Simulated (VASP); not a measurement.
# GaN in VASP: further runs, part 2 of 3

VASP 6.6.1. Earlier steps stand in the parts before.

## (4) Single point, PBE

The input, INCAR:

```
SYSTEM = GaN
  ALGO = Normal
  EDIFF = 1E-6
  ENCUT = 520
  GGA = PE
  ISIF = 2
  ISMEAR = 0
  LASPH = .True.
  LCHARG = .False.
  LREAL = .False.
  LWAVE = .False.
  NBANDS = 16
  NELM = 60
  PREC = Accurate
  SIGMA = 0.02
```

The input, KPOINTS:

```
k-points
0
Gamma
  8 8 8
  0 0 0
```

The input, POSCAR:

```
GaN
1.0
   -0.0300466800      2.2384776600      2.2384776600
    2.2384776600     -0.0300466800      2.2384776600
    2.2384776600      2.2384776600     -0.0300466800
Ga N
1 1
Direct
    0.0000000000      0.0000000000      0.0000000000
    0.7500000000      0.7500000000      0.7500000000
```

Potentials or basis: VASP PAW PBE potentials, release 64 (Ga_d, N).

The run is started by

```sh
$ cat potpaw_PBE.64/Ga_d/POTCAR potpaw_PBE.64/N/POTCAR > POTCAR
$ mpirun -np 1 vasp_std > vasp.out
```

OUTCAR:

```text
SYSTEM = GaN
   EDIFF = 1E-6
   ENCUT = 520
   GGA = PE
   ISIF = 2
   ISMEAR = 0
   LASPH = .True.
   LREAL = .False.
   NELM = 60
   PREC = Accurate

 ion  position               nearest neighbor table
   1  0.000  0.000  0.000-   2 1.93   2 1.96   2 1.96   2 1.96
   2  0.750  0.750  0.750-   1 1.93   1 1.96   1 1.96   1 1.96

  LATTYP: Found a trigonal (rhomboedric) cell.
 ALAT       =     3.1658280547
 COS(alpha) =     0.4865333513

  Lattice vectors:

 A1 = (  -0.0300466800,   2.2384776600,   2.2384776600)
 A2 = (   2.2384776600,  -0.0300466800,   2.2384776600)
 A3 = (   2.2384776600,   2.2384776600,  -0.0300466800)

Analysis of symmetry for initial positions (statically):
=====================================================================
 Subroutine PRICEL returns:
 Original cell was already a primitive cell.

 Routine SETGRP: Setting up the symmetry group for a
 trigonal (rhombohedral) supercell.

 Subroutine GETGRP returns: Found  6 space group operations
 (whereof  6 operations were pure point group operations)
 out of a pool of 12 trial point group operations.

The static configuration has the point symmetry C_3v.

Analysis of symmetry for dynamics (positions and initial velocities):
=====================================================================
 Subroutine PRICEL returns:
 Original cell was already a primitive cell.

 Routine SETGRP: Setting up the symmetry group for a
 trigonal (rhombohedral) supercell.

 Subroutine GETGRP returns: Found  6 space group operations
 (whereof  6 operations were pure point group operations)
 out of a pool of 12 trial point group operations.

The dynamic configuration has the point symmetry C_3v.

 Subroutine INISYM returns: Found  6 space group operations
 (whereof  6 operations are pure point group operations),
 and found     1 'primitive' translations

----------------------------------------------------------------------------------------

                                     Primitive cell

  volume of cell :      22.8847

  direct lattice vectors                    reciprocal lattice vectors
    -0.030046680  2.238477660  2.238477660    -0.218918357  0.221896838  0.221896838
     2.238477660 -0.030046680  2.238477660     0.221896838 -0.218918357  0.221896838
     2.238477660  2.238477660 -0.030046680     0.221896838  0.221896838 -0.218918357

  length of vectors
     3.165828055  3.165828055  3.165828055     0.382624700  0.382624700  0.382624700

  position of ions in fractional coordinates (direct lattice)
     0.000000000  0.000000000  0.000000000
     0.750000000  0.750000000  0.750000000

  ion indices of the primitive-cell ions
   primitive index   ion index
                 1           1
                 2           2

----------------------------------------------------------------------------------------

 KPOINTS: k-points

Automatic generation of k-mesh.
 Grid dimensions read from file:
 generate k-points for:    8    8    8

 Generating k-lattice:

  Cartesian coordinates                     Fractional coordinates (reciprocal lattice)
    -0.027364795  0.027737105  0.027737105     0.125000000  0.000000000  0.000000000
     0.027737105 -0.027364795  0.027737105     0.000000000  0.125000000  0.000000000
     0.027737105  0.027737105 -0.027364795     0.000000000  0.000000000  0.125000000

  Length of vectors
     0.047828087  0.047828087  0.047828087

  Shift w.r.t. Gamma in fractional coordinates (k-lattice)
     0.000000000  0.000000000  0.000000000

 Subroutine IBZKPT returns following result:
 ===========================================

 Found     65 irreducible k-points:

 Following reciprocal coordinates:
            Coordinates               Weight
  0.000000  0.000000  0.000000      1.000000
  0.125000 -0.000000 -0.000000      6.000000
  0.250000 -0.000000 -0.000000      6.000000
  0.375000 -0.000000 -0.000000      6.000000
  0.500000 -0.000000 -0.000000      3.000000
  0.125000  0.125000 -0.000000      6.000000
[... 16 lines left out ...]
  0.250000  0.125000  0.125000      6.000000
  0.375000  0.125000  0.125000      6.000000
 [... further k-points ...]
   k-points           NKPTS =     65   k-points in BZ     NKDIM =     65   number of bands    NBANDS=     16
   number of dos      NEDOS =    301   number of ions     NIONS =      2
   total plane-waves  NPLWV =  13824
   dimension x,y,z NGX =    24 NGY =   24 NGZ =   24
   dimension x,y,z NGXF=    48 NGYF=   48 NGZF=   48
   ions per type =               1   1
   NGX,Y,Z   is equivalent  to a cutoff of  12.60, 12.60, 12.60 a.u.
   NGXF,Y,Z  is equivalent  to a cutoff of  25.21, 25.21, 25.21 a.u.
 SYSTEM =  GaN
   PREC   = accura    normal or accurate (medium, high low for compatibility)
   ISTART =      0    job   : 0-new  1-cont  2-samecut
   ICHARG =      2    charge: 1-file 2-atom 10-const
   ISPIN  =      1    spin polarized calculation?
   LNONCOLLINEAR =      F non collinear calculations
   LSORBIT =      F    spin-orbit coupling
   LASPH  =      T    aspherical Exc in radial PAW
   ENCUT  =  520.0 eV  38.22 Ry    6.18 a.u.   5.89  5.89  5.89*2*pi/ulx,y,z
   NELM   =     60;   NELMIN=  2; NELMDL= -5     # of ELM steps
   EDIFF  = 0.1E-05   stopping-criterion for ELM
   LREAL  =      F    real-space projection
   EDIFFG = 0.1E-04   stopping-criterion for IOM
   NSW    =      0    number of steps for IOM
   IBRION =     -1    ionic relax: 0-MD 1-quasi-New 2-CG
   NFREE  =      0    steps in history (QN), initial steepest desc. (CG)
   ISIF   =      2    stress and relaxation
   ISYM   =      2    0-nonsym 1-usesym 2-fastsym
   POTIM  = 0.5000    time-step for ionic-motion
   TEBEG  =    0.0;   TEEND  =   0.0 temperature during run
   PSTRESS=    0.0 pullay stress
   NELECT =      18.0000    total number of electrons
   NUPDOWN=      -1.0000    fix difference up-down
   EMIN   =  10.00;   EMAX   =-10.00  energy-range for DOS
   EFERMI =   0.00;   METHOD = LEGACY
   ISMEAR =     0;   SIGMA  =   0.02  broadening in eV -4-tet -1-fermi 0-gaus
   EFERMI_NEDOS =   21; number of points for ismear=-14 and -15
   IALGO  =     38    algorithm
   IMIX   =      4    mixing-type and parameters
     AMIX     =   0.40;   BMIX     =  1.00
     AMIX_MAG =   1.60;   BMIX_MAG =  1.00
  volume/ion in A,a.u.               =      11.44        77.22
  Fermi-wavevector in a.u.,A,eV,Ry     =   1.511184  2.855723 31.071307  2.283677
  Thomas-Fermi vector in A             =   2.621275
   LORBIT       =      0    0 simple, 1 ext, 2 COOP (PROOUT), +10 PAW based schemes
   GGA     = PE    functional components
   LHFCALC =     F    Hartree Fock is set to
   AEXX    =    0.0000 exact exchange contribution
   IVDW    =     0    specifies the selected vdW correction
   LEPSILON=     F    determine dielectric tensor
   LRPA    =     F    only Hartree local field effects (RPA)
 non-spin polarized calculation
 Gauss-broadening in eV      SIGMA  =   0.02
  energy-cutoff  :      520.00
  volume of cell :       22.88
 maximum number of plane-waves:       628
   NGX = 11   NGY = 11   NGZ = 11

 number of electron      18.0000000 magnetization

 Free energy of the ion-electron system (eV)
  ---------------------------------------------------
  ext. energy  EPLUGINS =         0.00000000
  ---------------------------------------------------
  free energy    TOTEN  =       -12.13523629 eV

  energy without entropy =      -12.13523629  energy(sigma->0) =      -12.13523629

 E-fermi :   5.4457     XC(G=0): -11.6674

 val. band max:        5.3321762791   @ k =   0.0000   0.0000   0.0000
 cond. band min:       6.9991162632   @ k =   0.0000   0.0000   0.0000
 fundamental gap:      1.6669399841
 Fermi energy:         5.4456809984

 k-point     1 :       0.0000    0.0000    0.0000
  band No.  band energies     occupation
      1     -10.6542      2.00000
      2      -8.1604      2.00000
      3      -8.1596      2.00000
      4      -8.1596      2.00000
      5      -7.8400      2.00000
      6      -7.8400      2.00000
[... 8 lines left out ...]
     15      24.0479      0.00000
     16      24.0479      0.00000
[... 419 lines left out ...]
 k-point    24 :       0.3750    0.1250    0.1250
  band No.  band energies     occupation
      1      -9.9183      2.00000
      2      -8.0726      2.00000
      3      -8.0715      2.00000
      4      -7.8563      2.00000
      5      -7.8396      2.00000
      6      -7.4595      2.00000
[... 8 lines left out ...]
     15      22.2477      0.00000
     16      24.7248      0.00000

 [... further k-points ...]
[... 5 lines left out ...]
  --------------------------------------------------------------------------------------
  -------------------------------------------------------------------------------------
  Total        0.7458354      0.7458354      0.7458354      0.3734489      0.3734489      0.3734489
  in kB       52.2165843     52.2165843     52.2165843     26.1454837     26.1454837     26.1454837
  external PRESSURE =      52.2165843 kB  Pullay stress =       0.0000000 kB

 VOLUME and BASIS-vectors are now :
 -----------------------------------------------------------------------------
  energy-cutoff  :      520.00
  volume of cell :       22.88
      direct lattice vectors                 reciprocal lattice vectors
    -0.030046680  2.238477660  2.238477660    -0.218918357  0.221896838  0.221896838
     2.238477660 -0.030046680  2.238477660     0.221896838 -0.218918357  0.221896838
     2.238477660  2.238477660 -0.030046680     0.221896838  0.221896838 -0.218918357

 POSITION                                       TOTAL-FORCE (eV/Angst)
 -----------------------------------------------------------------------------------
      0.00000      0.00000      0.00000         0.123972      0.123972      0.123972
      3.33518      3.33518      3.33518        -0.123972     -0.123972     -0.123972
 -----------------------------------------------------------------------------------
    total drift:                                0.000032      0.000032      0.000032

  FREE ENERGIE OF THE ION-ELECTRON SYSTEM (eV)
  ---------------------------------------------------
  free  energy   TOTEN  =       -12.1352362884 eV

  energy  without entropy=      -12.1352362884  energy(sigma->0) =      -12.13523629
```

OSZICAR:

```text
N       E                     dE             d eps       ncg     rms          rms(c)
DAV:   1     0.787544790432E+02    0.78754E+02   -0.95366E+03  2376   0.204E+03
DAV:   2    -0.869795333496E+01   -0.87452E+02   -0.82036E+02  2408   0.322E+02
DAV:   3    -0.140790073262E+02   -0.53811E+01   -0.53632E+01  2392   0.683E+01
DAV:   4    -0.141379151053E+02   -0.58908E-01   -0.58900E-01  2616   0.768E+00
DAV:   5    -0.141387013235E+02   -0.78622E-03   -0.78621E-03  2496   0.767E-01    0.772E+00
DAV:   6    -0.121343832379E+02    0.20043E+01   -0.49254E+00  3136   0.397E+01    0.268E+00
DAV:   7    -0.121428982890E+02   -0.85151E-02   -0.32016E-01  2240   0.658E+00    0.177E+00
DAV:   8    -0.121391853253E+02    0.37130E-02   -0.58107E-02  2384   0.327E+00    0.791E-01
DAV:   9    -0.121349689843E+02    0.42163E-02   -0.14447E-02  3096   0.274E+00    0.201E-01
DAV:  10    -0.121353312356E+02   -0.36225E-03   -0.15305E-03  2408   0.543E-01    0.976E-02
DAV:  11    -0.121352309990E+02    0.10024E-03   -0.28918E-04  3048   0.261E-01    0.835E-03
DAV:  12    -0.121352365039E+02   -0.55049E-05   -0.30533E-05  2360   0.532E-02    0.104E-02
DAV:  13    -0.121352362884E+02    0.21551E-06   -0.67409E-07  1840   0.146E-02
   1 F= -.12135236E+02 E0= -.12135236E+02  d E =-.226619E-18
```

Wall time 40 s (1 thread of AMD EPYC 7R13, shared host); peak memory 0.12 GiB.

Results:

| Quantity | Value |
| --- | --- |
| Free energy | -12.1352 eV |
| Pressure | 5.2 GPa |
| Largest force | 0.215 eV/Å |
| Band gap on the k mesh | 1.67 eV, direct |

Forces on the atoms (eV/Å):
```
Ga   0.124  0.124  0.124
N   -0.124 -0.124 -0.124
```

Stress tensor (GPa, compression positive):
```
5.22 2.61 2.61
2.61 5.22 2.61
2.61 2.61 5.22
```

PBE gaps usually lie below the measured ones, often by a third to a half.

(Part 2 of 3 ends here.)
